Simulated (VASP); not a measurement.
Here is a VASP 6.6.1 calculation.

INCAR

```
ALGO = Normal
EDIFF = 1E-6
ENCUT = 400
GGA = PS
GGA_COMPAT = F
ISIF = 2
ISMEAR = -1
ISYM = -1
LASPH = T
LCHARG = F
LREAL = Auto
LWAVE = F
NBANDS = 202
NELM = 120
PREC = Accurate
SIGMA = 0.05
```

Contents of KPOINTS:

```
explicit points
1
Reciprocal
  0.25000000   0.25000000   0.25000000 1
```

The input POSCAR:

```
CsPbBr3
1.0
   11.7633300000      0.0000000000      0.0000000000
    0.0000000000     11.7633300000      0.0000000000
    0.0000000000      0.0000000000     11.7633300000
Br Cs Pb
24 8 8
Direct
    0.2507690000      0.0659120000      0.9981230000
    0.2297580000      0.3876240000      0.0003530000
    0.2356800000      0.7092500000      0.0022820000
    0.2815450000      0.7402300000      0.5028700000
    0.7582530000      0.2408660000      0.9956330000
    0.7017640000      0.2896110000      0.4954160000
    0.7555080000      0.7643910000      0.0006680000
    0.7261150000      0.7256250000      0.5010660000
    0.9978330000      0.2475480000      0.3054810000
    0.9911940000      0.2444770000      0.6935840000
    0.9979480000      0.7269220000      0.2847280000
    0.9919670000      0.7343290000      0.7192160000
    0.4873340000      0.2342630000      0.2145150000
    0.4745720000      0.2534440000      0.7522380000
    0.4990790000      0.7533210000      0.2300890000
    0.4933980000      0.7396300000      0.7708400000
    0.2466980000      0.0003440000      0.3185650000
    0.2444340000      0.0030020000      0.6815920000
    0.2632940000      0.4817060000      0.3057940000
    0.2323450000      0.4881090000      0.6982150000
    0.7382970000      0.9984840000      0.2874420000
    0.7238710000      0.9999570000      0.7161080000
    0.7493650000      0.4991340000      0.2240580000
    0.7407680000      0.5006810000      0.7696630000
    0.9836100000      0.9672820000      0.4988960000
    0.9705240000      0.5441470000      0.9944640000
    0.9585310000      0.5033670000      0.5026980000
    0.5553820000      0.0019310000      0.0061290000
    0.5022390000      0.9532690000      0.4957720000
    0.5136410000      0.5141670000      0.0093290000
    0.4979830000      0.5229090000      0.5355590000
    0.2401510000      0.2504310000      0.5003910000
    0.2419180000      0.2220130000      0.1845830000
    0.2348920000      0.2260740000      0.8141870000
    0.2482240000      0.7302730000      0.2559300000
    0.2415790000      0.7379030000      0.7486770000
    0.7511880000      0.2476730000      0.2511680000
    0.7441210000      0.2485940000      0.7431470000
    0.7490810000      0.7491040000      0.2507020000
    0.7441920000      0.7523490000      0.7516280000
```

Potentials or basis: VASP PAW PBE potentials, release 64 (Br, Cs_sv, Pb_d).

Launch:

```bash
$ cat potpaw_PBE.64/Br/POTCAR potpaw_PBE.64/Cs_sv/POTCAR potpaw_PBE.64/Pb_d/POTCAR > POTCAR
$ mpirun -np 1 vasp_std > vasp.out
```

Problem. What does it give for the pressure?

Solution. -0.4 GPa.

Problem. What does it give for the band gap on the k mesh?

Solution. 2.95 eV.

Problem. Estimate the largest force.

Solution. 0.025 eV/Å.

Stress tensor (GPa, compression positive):
```
-0.47 -0.06 -0.02
-0.06 -0.45  0.02
-0.02  0.02 -0.20
```

Caveat: the PAW data sets were made with another functional, which shifts forces and pressure a little; spin-orbit coupling is left out, which moves the levels of the heavy elements.
